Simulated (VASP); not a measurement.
# TaN (P6/mmm) in VASP: a series of runs

TaN is run at these levels: r2SCAN; tasks: single point, relaxation of cell and atoms.

All numbers are computed with VASP 6.6.1; they aren't measurements. Logs are shortened: lines on timing, memory, paths and dates and some standing lists are left out, and cuts for length are marked.

## Step 1: The cell of the first run

Symmetry: P6/mmm, No. 191, hexagonal system. Conventional cell: a = 5.246 Å, b = 5.246 Å, c = 2.900 Å, α = 90.00°, β = 90.00°, γ = 120.00°. Ta (site symmetry 6/mmm) has 6 N at 2.62 Å and 14 Ta at 2.90 to 3.36 Å within 3.5 Å. Ta (site symmetry -6m2) has 6 N at 2.10 Å and 5 Ta at 2.90 to 3.03 Å within 3.1 Å. Within 3.0 Å of N (site symmetry mmm) lie 6 Ta at 2.10 to 2.62 Å and 6 N at 2.62 to 2.90 Å.

## Step 2: Single point, r2SCAN

Input file POSCAR:

```
TaN
1.0
    5.2458669582      0.0000000000      0.0000000000
   -2.6229334791      4.5430540507      0.0000000000
    0.0000000000      0.0000000000      2.9000929556
Ta N
3 3
Direct
    0.0000000000      0.0000000000      0.0000000000
    0.3333333333      0.6666666667      0.5000000000
    0.6666666667      0.3333333333      0.5000000000
    0.5000000000      0.0000000000      0.0000000000
    0.5000000000      0.5000000000      0.0000000000
    0.0000000000      0.5000000000      0.0000000000
```

Input file INCAR.step1:

```
PREC = Accurate
ENCUT = 520
ISMEAR = 0
SIGMA = 0.05
LREAL = False
LASPH = True
NELM = 60
NBANDS = 33
GGA = PE
ALGO = Normal
EDIFF = 1E-4
LWAVE = True
LCHARG = False
```

Input file INCAR.step2:

```
PREC = Accurate
ENCUT = 520
EDIFF = 1E-6
ISMEAR = 0
SIGMA = 0.05
LREAL = False
LASPH = True
NELM = 60
ALGO = Normal
ISIF = 2
LWAVE = False
LCHARG = False
METAGGA = R2SCAN
LMIXTAU = True
NBANDS = 33
ISTART = 1
```

Input file KPOINTS:

```
Automatic mesh
0
Gamma
  5 5 7
```

Potentials or basis: VASP PAW PBE potentials, release 64 (Ta_pv, N).

On the command line:

```console
cat potpaw_PBE.64/Ta_pv/POTCAR potpaw_PBE.64/N/POTCAR > POTCAR
cp INCAR.step1 INCAR
mpirun -np 1 vasp_std > vasp.out
cp INCAR.step2 INCAR
mpirun -np 1 vasp_std > vasp.out
```

OUTCAR:

```text
PREC = Accurate
   ENCUT = 520
   EDIFF = 1E-6
   ISMEAR = 0
   LREAL = False
   LASPH = True
   NELM = 60
   ISIF = 2
   METAGGA = R2SCAN
   ISTART = 1

 ion  position               nearest neighbor table
   1  0.000  0.000  0.000-   4 2.62   4 2.62   6 2.62   6 2.62   5 2.62   5 2.62   3 3.36   3 3.36
                             2 3.36   2 3.36   2 3.36   3 3.36   2 3.36   3 3.36   2 3.36   3 3.36
   2  0.333  0.667  0.500-   6 2.10   6 2.10   4 2.10   4 2.10   5 2.10   5 2.10   3 3.03   3 3.03
                             3 3.03   1 3.36   1 3.36   1 3.36   1 3.36   1 3.36   1 3.36
   3  0.667  0.333  0.500-   6 2.10   6 2.10   4 2.10   4 2.10   5 2.10   5 2.10   2 3.03   2 3.03
                             2 3.03   1 3.36   1 3.36   1 3.36   1 3.36   1 3.36   1 3.36
   4  0.500  0.000  0.000-   2 2.10   3 2.10   2 2.10   3 2.10   1 2.62   1 2.62
   5  0.500  0.500  0.000-   2 2.10   3 2.10   2 2.10   3 2.10   1 2.62   1 2.62
   6  0.000  0.500  0.000-   2 2.10   3 2.10   2 2.10   3 2.10   1 2.62   1 2.62

  LATTYP: Found a hexagonal cell.
 ALAT       =     5.2458669582
 C/A-ratio  =     0.5528338745

  Lattice vectors:

 A1 = (   5.2458669582,   0.0000000000,   0.0000000000)
 A2 = (  -2.6229334791,   4.5430540507,   0.0000000000)
 A3 = (   0.0000000000,   0.0000000000,   2.9000929556)

Analysis of symmetry for initial positions (statically):
=====================================================================
 Subroutine PRICEL returns:
 Original cell was already a primitive cell.

 Routine SETGRP: Setting up the symmetry group for a
 hexagonal supercell.

 Subroutine GETGRP returns: Found 24 space group operations
 (whereof 24 operations were pure point group operations)
 out of a pool of 24 trial point group operations.

The static configuration has the point symmetry D_6h.

Analysis of symmetry for dynamics (positions and initial velocities):
=====================================================================
 Subroutine PRICEL returns:
 Original cell was already a primitive cell.

 Routine SETGRP: Setting up the symmetry group for a
 hexagonal supercell.

 Subroutine GETGRP returns: Found 24 space group operations
 (whereof 24 operations were pure point group operations)
 out of a pool of 24 trial point group operations.

The dynamic configuration has the point symmetry D_6h.

 Subroutine INISYM returns: Found 24 space group operations
 (whereof 24 operations are pure point group operations),
 and found     1 'primitive' translations

----------------------------------------------------------------------------------------

                                     Primitive cell

  volume of cell :      69.1158

  direct lattice vectors                    reciprocal lattice vectors
     5.245866958  0.000000000  0.000000000     0.190626260  0.110058123  0.000000000
    -2.622933479  4.543054051  0.000000000     0.000000000  0.220116245  0.000000000
     0.000000000  0.000000000  2.900092956     0.000000000  0.000000000  0.344816534

  length of vectors
     5.245866958  5.245866958  2.900092956     0.220116245  0.220116245  0.344816534

  position of ions in fractional coordinates (direct lattice)
     0.000000000  0.000000000  0.000000000
     0.333333333  0.666666667  0.500000000
     0.666666667  0.333333333  0.500000000
     0.500000000  0.000000000  0.000000000
     0.500000000  0.500000000  0.000000000
     0.000000000  0.500000000  0.000000000

  ion indices of the primitive-cell ions
   primitive index   ion index
                 1           1
                 2           2
                 3           3
                 4           4
                 5           5
                 6           6

----------------------------------------------------------------------------------------

 KPOINTS: Automatic mesh

Automatic generation of k-mesh.
 Grid dimensions read from file:
 generate k-points for:    5    5    7

 Generating k-lattice:

  Cartesian coordinates                     Fractional coordinates (reciprocal lattice)
     0.038125252  0.022011625  0.000000000     0.200000000 -0.000000000  0.000000000
     0.000000000  0.044023249  0.000000000     0.000000000  0.200000000  0.000000000
     0.000000000  0.000000000  0.049259505     0.000000000  0.000000000  0.142857143

  Length of vectors
     0.044023249  0.044023249  0.049259505

  Shift w.r.t. Gamma in fractional coordinates (k-lattice)
     0.000000000  0.000000000  0.000000000

 Subroutine IBZKPT returns following result:
 ===========================================

 Found     20 irreducible k-points:

 Following reciprocal coordinates:
            Coordinates               Weight
  0.000000  0.000000  0.000000      1.000000
  0.200000  0.000000  0.000000      6.000000
  0.400000  0.000000  0.000000      6.000000
  0.200000  0.200000  0.000000      6.000000
  0.400000  0.200000  0.000000      6.000000
  0.000000  0.000000  0.142857      2.000000
[... 12 lines left out ...]
  0.200000  0.200000  0.428571     12.000000
  0.400000  0.200000  0.428571     12.000000
   k-points           NKPTS =     20   k-points in BZ     NKDIM =     20   number of bands    NBANDS=     33
   number of dos      NEDOS =    301   number of ions     NIONS =      6
   total plane-waves  NPLWV =  38400
   dimension x,y,z NGX =    40 NGY =   40 NGZ =   24
   dimension x,y,z NGXF=    80 NGYF=   80 NGZF=   48
   ions per type =               3   3
   NGX,Y,Z   is equivalent  to a cutoff of  12.68, 12.68, 13.76 a.u.
   NGXF,Y,Z  is equivalent  to a cutoff of  25.35, 25.35, 27.52 a.u.
 SYSTEM =  unknown system
   PREC   = accura    normal or accurate (medium, high low for compatibility)
   ISTART =      1    job   : 0-new  1-cont  2-samecut
   ICHARG =      0    charge: 1-file 2-atom 10-const
   ISPIN  =      1    spin polarized calculation?
   LNONCOLLINEAR =      F non collinear calculations
   LSORBIT =      F    spin-orbit coupling
   LASPH  =      T    aspherical Exc in radial PAW
   ENCUT  =  520.0 eV  38.22 Ry    6.18 a.u.   9.75  9.75  5.39*2*pi/ulx,y,z
   NELM   =     60;   NELMIN=  2; NELMDL=  0     # of ELM steps
   EDIFF  = 0.1E-05   stopping-criterion for ELM
   LREAL  =      F    real-space projection
   EDIFFG = 0.1E-04   stopping-criterion for IOM
   NSW    =      0    number of steps for IOM
   IBRION =     -1    ionic relax: 0-MD 1-quasi-New 2-CG
   NFREE  =      0    steps in history (QN), initial steepest desc. (CG)
   ISIF   =      2    stress and relaxation
   ISYM   =      2    0-nonsym 1-usesym 2-fastsym
   POTIM  = 0.5000    time-step for ionic-motion
   TEBEG  =    0.0;   TEEND  =   0.0 temperature during run
   PSTRESS=    0.0 pullay stress
   NELECT =      48.0000    total number of electrons
   NUPDOWN=      -1.0000    fix difference up-down
   EMIN   =  10.00;   EMAX   =-10.00  energy-range for DOS
   EFERMI =   0.00;   METHOD = LEGACY
   ISMEAR =     0;   SIGMA  =   0.05  broadening in eV -4-tet -1-fermi 0-gaus
   EFERMI_NEDOS =   21; number of points for ismear=-14 and -15
   IALGO  =     38    algorithm
   IMIX   =      4    mixing-type and parameters
     AMIX     =   0.40;   BMIX     =  1.00
     AMIX_MAG =   1.60;   BMIX_MAG =  1.00
  volume/ion in A,a.u.               =      11.52        77.74
  Fermi-wavevector in a.u.,A,eV,Ry     =   1.449760  2.739650 28.596793  2.101805
  Thomas-Fermi vector in A             =   2.567450
   LORBIT       =      0    0 simple, 1 ext, 2 COOP (PROOUT), +10 PAW based schemes
   METAGGA = R2SCAN    functional components
   LHFCALC =     F    Hartree Fock is set to
   AEXX    =    0.0000 exact exchange contribution
   IVDW    =     0    specifies the selected vdW correction
   LEPSILON=     F    determine dielectric tensor
   LRPA    =     F    only Hartree local field effects (RPA)
 non-spin polarized calculation
 Gauss-broadening in eV      SIGMA  =   0.05
  energy-cutoff  :      520.00
  volume of cell :       69.12
 maximum number of plane-waves:      1895
 NGX is ok and might be reduce to    40
   NGX = 19   NGY = 19   NGZ = 11

 number of electron      48.0000000 magnetization

 Free energy of the ion-electron system (eV)
  ---------------------------------------------------
  ext. energy  EPLUGINS =         0.00000000
  ---------------------------------------------------
  free energy    TOTEN  =      -178.43001312 eV

  energy without entropy =     -178.42765842  energy(sigma->0) =     -178.42883577

 E-fermi :   8.2860     XC(G=0): -13.9299

 val. band max:        8.2818760392   @ k =   0.2000   0.0000   0.4286
 cond. band min:       8.3572323588   @ k =   0.2000   0.0000   0.1429
 fundamental gap:      0.0753563196
 Fermi energy:         8.2860460449

 k-point     1 :       0.0000    0.0000    0.0000
  band No.  band energies     occupation
      1     -29.6026      2.00000
      2     -29.6026      2.00000
      3     -29.2154      2.00000
      4     -29.2154      2.00000
      5     -28.9666      2.00000
      6     -28.8399      2.00000
[... 25 lines left out ...]
     32      11.3407      0.00000
     33      11.3407      0.00000

 k-point     2 :       0.2000    0.0000    0.0000
  band No.  band energies     occupation
      1     -29.6254      2.00000
      2     -29.5828      2.00000
      3     -29.2134      2.00000
      4     -29.1865      2.00000
      5     -28.9557      2.00000
      6     -28.8505      2.00000
[... 25 lines left out ...]
     32      11.4945      0.00000
     33      11.7023      0.00000
[... 610 lines left out ...]
     32      11.9124      0.00000
     33      13.3683      0.00000

 k-point    20 :       0.4000    0.2000    0.4286
  band No.  band energies     occupation
      1     -29.7994      2.00000
      2     -29.7459      2.00000
      3     -29.4838      2.00000
      4     -29.3062      2.00000
      5     -29.1999      2.00000
      6     -29.0196      2.00000
[... 25 lines left out ...]
     32      12.1553      0.00000
     33      13.9484      0.00000

------------------------ aborting loop because EDIFF is reached ----------------------------------------

  FORCE on cell =-STRESS in cart. coord.  units (eV):
  Direction    XX          YY          ZZ          XY          YZ          ZX
  --------------------------------------------------------------------------------------
  -------------------------------------------------------------------------------------
  Total        0.6695650      0.6695650      0.8072540      0.0000000      0.0000000      0.0000000
  in kB       15.5212335     15.5212335     18.7130118      0.0000000      0.0000000      0.0000000
  external PRESSURE =      16.5851596 kB  Pullay stress =       0.0000000 kB

 VOLUME and BASIS-vectors are now :
 -----------------------------------------------------------------------------
  energy-cutoff  :      520.00
  volume of cell :       69.12
      direct lattice vectors                 reciprocal lattice vectors
     5.245866958  0.000000000  0.000000000     0.190626260  0.110058123  0.000000000
    -2.622933479  4.543054051  0.000000000     0.000000000  0.220116245  0.000000000
     0.000000000  0.000000000  2.900092956     0.000000000  0.000000000  0.344816534

 POSITION                                       TOTAL-FORCE (eV/Angst)
 -----------------------------------------------------------------------------------
      0.00000      0.00000      0.00000         0.000000      0.000000      0.000000
     -0.00000      3.02870      1.45005         0.000000      0.000000      0.000000
      2.62293      1.51435      1.45005        -0.000000     -0.000000      0.000000
      2.62293      0.00000      0.00000         0.000000      0.000000      0.000000
      1.31147      2.27153      0.00000         0.000000      0.000000      0.000000
     -1.31147      2.27153      0.00000         0.000000      0.000000      0.000000
 -----------------------------------------------------------------------------------
    total drift:                               -0.000000      0.000000     -0.000000

  FREE ENERGIE OF THE ION-ELECTRON SYSTEM (eV)
  ---------------------------------------------------
  free  energy   TOTEN  =      -178.4300131229 eV

  energy  without entropy=     -178.4276584172  energy(sigma->0) =     -178.42883577
```

It took 2.4 min on 1 thread of Intel Xeon Platinum 8488C (Sapphire Rapids), shared host; peak memory 0.2 GiB.

Results:

```
Free energy            : -178.4300 eV
Pressure               : 1.7 GPa
Band gap on the k mesh : zero (bands 24 and 25 overlap by 2.06 eV)
```

Stress tensor (GPa, compression positive):
```
1.55 0.00 0.00
0.00 1.55 0.00
0.00 0.00 1.87
```

Levels at points of the mesh, in eV from the Fermi level:
| k point | band 21 | band 22 | band 23 | band 24 | band 25 | band 26 | band 27 | band 28 |
| --- | --- | --- | --- | --- | --- | --- | --- | --- |
| (0.00, 0.00, 0.00) | -3.64 | -3.01 | -2.51 | -1.43 | -1.43 | 0.73 | 0.73 | 1.09 |

Caveat: the PAW data sets were made with another functional, which shifts forces and pressure a little; spin-orbit coupling is left out, which moves the levels of the heavy elements.

## Step 3: Relaxation of cell and atoms, r2SCAN

This run uses another cell than the first one, of 11.31 Å³/atom.

POSCAR: that of step 2 with these lines changed.

```diff
@@ -2,5 +2,5 @@
 1.0
-    5.2458669582      0.0000000000      0.0000000000
-   -2.6229334791      4.5430540507      0.0000000000
-    0.0000000000      0.0000000000      2.9000929556
+    5.1910000000      0.0000000000      0.0000000000
+   -2.5955000000      4.4955380000      0.0000000000
+    0.0000000000      0.0000000000      2.9080000000
 Ta N
```

Input file INCAR.step1:

```
SYSTEM = TaN
PREC = Accurate ; ENCUT = 600
ISMEAR = 0 ; SIGMA = 0.05
LREAL = .FALSE. ; LASPH = .TRUE.
NELM = 100 ; GGA = PE
ALGO = Normal ; EDIFF = 1E-4
LWAVE = .TRUE. ; LCHARG = .FALSE.
```

Input file INCAR.step2:

```
SYSTEM = TaN
PREC = Accurate ; ENCUT = 600
EDIFF = 1E-6 ; ISMEAR = 0
SIGMA = 0.05 ; LREAL = .FALSE.
LASPH = .TRUE. ; NELM = 100
ALGO = Normal ; ISIF = 3
LWAVE = .FALSE. ; LCHARG = .FALSE.
METAGGA = R2SCAN ; LMIXTAU = .TRUE.
IBRION = 2 ; NSW = 80
EDIFFG = -0.01 ; ISTART = 1
```

Input file KPOINTS:

```
regular mesh
0
G
  5 5 7
  0 0 0
```

Potentials or basis: VASP PAW PBE potentials, release 64 (Ta_pv, N).

On the command line:

```console
cat potpaw_PBE.64/Ta_pv/POTCAR potpaw_PBE.64/N/POTCAR > POTCAR
cp INCAR.step1 INCAR
mpirun -np 1 vasp_std > vasp.out
cp INCAR.step2 INCAR
mpirun -np 1 vasp_std > vasp.out
```

Run time: 11 min. Hardware: 1 thread of Intel Xeon Platinum 8488C (Sapphire Rapids), shared host; peak memory 0.23 GiB.

It converged, with:

- Free energy: -178.4334 eV
- Relaxed volume: 11.59 Å³/atom
- Relaxed cell: a = 5.258 Å, b = 5.258 Å, c = 2.904 Å, α = 90.00°, β = 90.00°, γ = 120.00°
- Space group after relaxing (to 0.1 Å): P6/mmm (No. 191)
- Energy gained by relaxing: 6.9 meV/atom
- Ionic steps: 5
- Pressure after relaxing: -0.1 GPa
- Band gap on the k mesh: zero (bands 24 and 25 overlap by 2.04 eV)

The path:
```
step  energy change (eV)  largest force (eV/Å)  pressure (GPa)  volume (Å³)
   1              0.0000                0.0000            6.82        67.86
   2              0.0962                0.0000          -13.17        72.69
   3             -0.0353                0.0000           -0.66        69.47
   4             -0.0398                0.0000            0.24        69.55
   5             -0.0416                0.0000           -0.09        69.52
```

Final structure:
```yaml
crystal:
  lattice:
    - [5.25774, 0.00000, 0.00000]
    - [-2.62887, 4.55334, 0.00000]
    - [0.00000, 0.00000, 2.90394]
  atoms:
    - { symbol: Ta, position: [0.00000, 0.00000, 0.00000] }
    - { symbol: Ta, position: [0.33333, 0.66667, 0.50000] }
    - { symbol: Ta, position: [0.66667, 0.33333, 0.50000] }
    - { symbol: N, position: [0.50000, 0.00000, 0.00000] }
    - { symbol: N, position: [0.50000, 0.50000, 0.00000] }
    - { symbol: N, position: [0.00000, 0.50000, 0.00000] }
```

Levels at points of the mesh, in eV from the Fermi level:
```csv
k point,band 21,band 22,band 23,band 24,band 25,band 26,band 27,band 28
"(0.00, 0.00, 0.00)",-3.63,-2.99,-2.50,-1.42,-1.42,0.74,0.74,1.06
```

Caveat: the PAW data sets were made with another functional, which shifts forces and pressure a little; spin-orbit coupling is left out, which moves the levels of the heavy elements. Zero-point motion and thermal expansion aren't in these numbers.
